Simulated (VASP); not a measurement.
Set up this calculation in VASP 6.6.1, as the native input.

| Quantity | Value |
| --- | --- |
| Task | electric field gradients |
| Functional | PBEsol |
| Potentials or basis | VASP PAW PBE potentials, release 64 (Sb) |
| Cutoff | 520 eV |
| k mesh | 14 × 14 × 14 |
| Occupations | fermi-dirac, width 0.03 eV |
| Spin | no spin polarisation |
| Dipole correction | no |
| Further INCAR settings | ALGO = Normal; EDIFF = 1e-08; NBANDS = 8 |

The structure of Sb lies in POSCAR:

```
Sb
1.0
    0.0000000000      2.2738475325      2.2738475325
    2.2738475325      0.0000000000      2.2738475325
    2.2738475325      2.2738475325      0.0000000000
Sb
1
Direct
    0.0000000000      0.0000000000      0.0000000000
```

This cell differs from its parent crystal: volume scaled by 0.96.

The input as run:

INCAR

```
ALGO     = Normal         # electronic algorithm
EDIFF    = 1E-8           # SCF threshold, eV
ENCUT    = 520            # plane-wave cutoff, eV
GGA      = PS             # functional
ISIF     = 2              # what is computed and relaxed
ISMEAR   = -1             # smearing method
LASPH    = True           # aspherical terms in the spheres
LCHARG   = False          # write CHGCAR
LEFG     = True         
LREAL    = False          # projectors in reciprocal space
LWAVE    = False          # write WAVECAR
NBANDS   = 8              # bands
NELM     = 60             # most SCF steps
PREC     = Accurate       # precision mode
SIGMA    = 0.03           # smearing width, eV
```

KPOINTS

```
k-points
0
Gamma
  14 14 14
```

Potentials or basis: VASP PAW PBE potentials, release 64 (Sb).

The run is started by

```console
$ cat potpaw_PBE.64/Sb/POTCAR > POTCAR
$ mpirun -np 1 vasp_std > vasp.out
```

Results of the run:

```
Pressure : 9.3 GPa
```

Caveat: without QUAD_EFG the Cq values of the log hold for a quadrupole moment of 1 mb, not for the nuclei; the PAW data sets were made with another functional, which shifts forces and pressure a little.

It took 5.6 s on 1 thread of Intel(R) Xeon(R) 6975P-C (Granite Rapids), with other jobs on the host, peak memory 0.15 GiB.
